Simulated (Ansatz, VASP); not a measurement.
Si: VASP beside Ansatz

File INCAR:

```
PREC = Accurate
ENCUT = 520
EDIFF = 1E-6
ISMEAR = 0
SIGMA = 0.1
LREAL = False
LASPH = True
NELM = 60
ALGO = Normal
ISIF = 2
LWAVE = False
LCHARG = False
LDIPOL = True
IDIPOL = 3
DIPOL = 0.5 0.5 0.500
NBANDS = 11
```

The input KPOINTS:

```
Automatic mesh
0
Gamma
  15 15 1
```

File POSCAR:

```
Si
1.0
    3.7690000000      0.0000000000      0.0000000000
   -1.8845000000      3.2640497469      0.0000000000
    0.0000000000      0.0000000000     28.0000000000
Si
2
Direct
    0.3333333333      0.6666666667      0.5178571429
    0.6666666667      0.3333333333      0.4821428571
```

Input for Ansatz:

```yaml
crystal:
  lattice:
    - [3.769, 0.0, 0.0]
    - [-1.8845, 3.2640497469, 0.0]
    - [0.0, 0.0, 28.0]
  atoms:
    - { symbol: Si, position: [0.3333333333, 0.6666666667, 0.5178571429] }
    - { symbol: Si, position: [0.6666666667, 0.3333333333, 0.4821428571] }
  periodic: [true, true, false]
basis:
  ecutwfc: 420
kpoints:
  mp_grid: { grid: [15, 15, 1] }
hamiltonian:
  xc: lda
  pseudopotentials: { kind: paw, azcp: { folder: soft_1 } }
scf:
  occupations: { method: gaussian, width: 0.1 }
output:
  forces: true
  stress: true
  eigenvalues: true
```

Alike in both runs: task single point; functional LDA; k mesh 15 × 15 × 1; occupations gaussian, width 0.1 eV; no spin polarisation.

```csv
,VASP,Ansatz
version,VASP 6.6.1,Ansatz 0.2.0
potentials or method,"VASP PAW LDA potentials, release 64 (Si), cutoff 520 eV","scalar-relativistic, plane waves, PAW"
valence electrons in the cell,8,8
```

|  | VASP | Ansatz | Ansatz less VASP |
| --- | --- | --- | --- |
| gap on the k mesh at the Fermi level (eV) | none | none | - |
| rms of the force components (eV/Å) | 1.198 | 1.202 | +0.0035 |

Ansatz warns that its potentials were made for another functional, while VASP's fit it. LDA's correlation is that of Perdew and Zunger in VASP and of Perdew and Wang (1992) in Ansatz. Atom by atom the forces differ by 0.003 eV/Å (rms over components). A gap of «none» marks a metal or a gap that the smearing closes.
